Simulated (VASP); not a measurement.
Runs of VASP 6.6.1 on Li. The structure is that of space group P6_3/mmc (No. 194), or close to it. The cells are those of the table. 

```tsv
task	level	cell	k mesh	cutoff (eV)	smearing	gap on the mesh (eV)	pressure (GPa)	relaxed volume (Å³/atom)
relaxation of cell and atoms	PBE+D3(BJ)	relaxed from a = 2.971, b = 2.971, c = 9.600 Å, angles 90.0, 90.0, 120.0°, 4 atoms	18 × 18 × 6	600	gaussian 0.1 eV	none	0.0	(a)
single point	PBE+D3(BJ)	a = 2.971, b = 2.971, c = 9.600 Å, angles 90.0, 90.0, 120.0°, 4 atoms	12 × 12 × 4	520	gaussian 0.1 eV	none	-	-
single point	PBE+D3(BJ)	a = 2.951, b = 2.951, c = 9.683 Å, angles 90.0, 90.0, 120.0°, 4 atoms	18 × 18 × 6	520	gaussian 0.1 eV	none	-	-
single point	r2SCAN+D3(BJ)	a = 2.971, b = 2.971, c = 9.600 Å, angles 90.0, 90.0, 120.0°, 4 atoms	12 × 12 × 4	520	tetrahedron	none	-	-
relaxation of cell and atoms	PBE+D3(BJ)	relaxed from a = 3.401, b = 3.401, c = 11.089 Å, angles 90.0, 90.0, 120.0°, 4 atoms	12 × 12 × 4	600	gaussian 0.1 eV	none	0.0	18.14
```

Alike in all rows: potentials or basis VASP PAW PBE potentials, release 64 (Li_sv); no spin polarisation.

Q: Fill in the values left out.

A: (a) 18.06.

Caveats: the cutoff is under 1.25 times the usual one of these potentials, so pressure, stress and relaxed cells hold a basis-set (Pulay) error; pairwise dispersion overbinds metals, which lowers pressure and volume; the PAW data sets were made with another functional, which shifts forces and pressure a little (some runs); the volume moved by over 15 % at a fixed basis, so the end points are rough (some runs).

A gap of «none» marks levels without a gap at the run's occupations.
